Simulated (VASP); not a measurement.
Input of a VASP 6.6.1 run:

The input INCAR:

```
PREC     = Accurate       # precision mode
ENCUT    = 520            # plane-wave cutoff, eV
EDIFF    = 1E-7           # SCF threshold, eV
ISMEAR   = 0              # smearing method
SIGMA    = 0.1            # smearing width, eV
LREAL    = False          # projectors in reciprocal space
LASPH    = True           # aspherical terms in the spheres
NELM     = 80             # most SCF steps
ALGO     = Normal         # electronic algorithm
ISIF     = 2              # what is computed and relaxed
LWAVE    = False          # write WAVECAR
LCHARG   = True           # write CHGCAR
GGA      = PE             # functional
LELF     = True           # ELF
LVHAR    = True         
NBANDS   = 30             # bands
```

File KPOINTS:

```
regular mesh
0
Gamma
  6 6 6
```

File POSCAR:

```
Sr3Al2O
1.0
    2.8907038800      1.6689486700      4.6527663000
   -2.8907038800      1.6689486700      4.6527663000
    0.0000000000     -3.3378973300      4.6527663000
Sr Al O
3 2 1
Direct
    0.0000000000      0.5000000000      0.5000000000
    0.5000000000      0.5000000000      0.0000000000
    0.5000000000      0.0000000000      0.5000000000
    0.1235570000      0.1235570000      0.1235570000
    0.8764430000      0.8764430000      0.8764430000
    0.5000000000      0.5000000000      0.5000000000
```

Potentials or basis: VASP PAW PBE potentials, release 64 (Sr_sv, Al, O).

Run with:

```console
$ cat potpaw_PBE.64/Sr_sv/POTCAR potpaw_PBE.64/Al/POTCAR potpaw_PBE.64/O/POTCAR > POTCAR
$ mpirun -np 1 vasp_std > vasp.out
```

Problem. What does it give for the largest force?

Solution. 0.440 eV/Å.

Problem. Predict the pressure.

Solution. 6.5 GPa.

Problem. Estimate the band gap on the k mesh.

Solution. Zero (bands 21 and 22 overlap by 0.99 eV).

Stress tensor (GPa, compression positive):
```
 18.87   0.00   0.00
  0.00  18.87   0.00
  0.00   0.00 -18.31
```

Caveat: the cell stands under pressure.
